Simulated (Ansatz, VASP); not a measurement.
# Re: VASP beside Ansatz

File INCAR:

```
PREC = Accurate ; ENCUT = 520
EDIFF = 1E-7 ; ISMEAR = -1
SIGMA = 0.05 ; LREAL = False
LASPH = True ; NELM = 80
ALGO = Normal ; ISIF = 2
LWAVE = False ; LCHARG = False
GGA = PE ; NBANDS = 14
```

Contents of KPOINTS:

```
Automatic mesh
0
Gamma
  14 14 8
```

Contents of POSCAR:

```
Re
1.0
    2.5497657329      0.0000000000      0.0000000000
   -1.2748828664      2.2081618983      0.0000000000
    0.0000000000      0.0000000000      4.0770373845
Re
2
Direct
    0.3333333333      0.6666666667      0.2500000000
    0.6666666667      0.3333333333      0.7500000000
```

Input for Ansatz:

```yaml
crystal:
  lattice:
    - [2.5497657329, 0.0, 0.0]
    - [-1.2748828664, 2.2081618983, 0.0]
    - [0.0, 0.0, 4.0770373845]
  atoms:
    - { symbol: Re, position: [0.3333333333, 0.6666666667, 0.25] }
    - { symbol: Re, position: [0.6666666667, 0.3333333333, 0.75] }
kpoints:
  mp_grid: { grid: [14, 14, 8] }
  band_path:
    path:
      - [0.0, 0.0, 0.0]
      - [0.5, 0.0, 0.0]
      - [0.3333333333, 0.3333333333, 0.0]
      - [0.0, 0.0, 0.0]
      - [0.0, 0.0, 0.5]
      - [0.5, 0.0, 0.5]
      - [0.3333333333, 0.3333333333, 0.5]
      - [0.0, 0.0, 0.5]
      - [0.5, 0.0, 0.5]
    npoints: 5
scf:
  occupations: { method: fermi_dirac, width: 0.05 }
hamiltonian:
  xc: pbe
  pseudopotentials: { kind: all_electron, lapw: { basis_error: 0.00025 } }
output:
  forces: true
  stress: true
  eigenvalues: true
```

Change from the starting cell: volume scaled by 0.94.

Alike in both runs: task single point; functional PBE; k mesh 14 × 14 × 8; occupations fermi-dirac, width 0.05 eV; no spin polarisation.

|  | VASP | Ansatz |
| --- | --- | --- |
| version | VASP 6.6.1 | Ansatz 0.2.0 |
| potentials or method | VASP PAW PBE potentials, release 64 (Re), cutoff 520 eV | all-electron LAPW, scalar-relativistic |

VASP gave:

```
pressure (GPa)                                                : 174.3
traceless stress, the component that is largest in VASP (GPa) : 6.23
```

**Question.** Which values does Ansatz return?

**Answer.** Pressure (GPa): 169.4; traceless stress, the component that is largest in VASP (GPa): 6.23.

Both programs put the cell under a high pressure, so it lies far from rest at this level. Ansatz ran all-electron here, and VASP with PAW potentials.

Neither program's run includes spin-orbit coupling. Noted on VASP's run: the cell as given lies far from equilibrium.
